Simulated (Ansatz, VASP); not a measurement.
**Two plane-wave programs on CoPdC4N4**

```xyz
10
Lattice="5.9453 0.0000 0.0000 0.0000 5.9453 0.0000 0.0000 0.0000 5.9453" Properties=species:S:1:pos:R:3 pbc="T T T"
Co    0.0000    0.0000    0.0000
Pd    2.9726    2.9726    2.9726
C     1.0948    1.0948    1.0948
C     1.0948    4.8505    4.8505
C     4.8505    1.0948    4.8505
C     4.8505    4.8505    1.0948
N     1.7728    1.7728    1.7728
N     1.7728    4.1724    4.1724
N     4.1724    1.7728    4.1724
N     4.1724    4.1724    1.7728
```

Alike in both runs: task relaxation of cell and atoms; functional PBE; k mesh 6 × 6 × 6; occupations gaussian, width 0.1 eV; collinear spin.

|  | VASP | Ansatz |
| --- | --- | --- |
| version | VASP 6.6.1 | Ansatz 0.2.0 |
| potentials or method | VASP PAW PBE potentials, release 64 (Co, Pd, C, N), cutoff 600 eV | scalar-relativistic, plane waves, PAW |
| valence electrons in the cell | 55 | 71 |

Ansatz gave:

| Property | Result |
| --- | --- |
| gap on the k mesh at the Fermi level, each at its own relaxed structure (eV) | none |
| net moment per atom (μB) | 0.10 |
| size of the moment on the site where the two differ most (μB) | 1.65 |
| relaxed volume (Å³/atom) | 21.01 |
| relaxed cell length with the largest relative difference (Å) | 5.945 |

Problem. Estimate VASP's values.

Solution. gap on the k mesh at the Fermi level, each at its own relaxed structure (eV): none; net moment per atom (μB): 0.10; size of the moment on the site where the two differ most (μB): 1.83; relaxed volume (Å³/atom): 20.93; relaxed cell length with the largest relative difference (Å): 5.938.

Site moments also hang on the region over which each program counts them. A gap of «none» marks a metal or a gap that the smearing closes. VASP's potentials hold 55 valence electrons a cell and Ansatz's 71, so a difference there can come from the potentials and not from the codes.

Noted on VASP's run: the standard files for N, O and F lose accuracy on very short bonds.
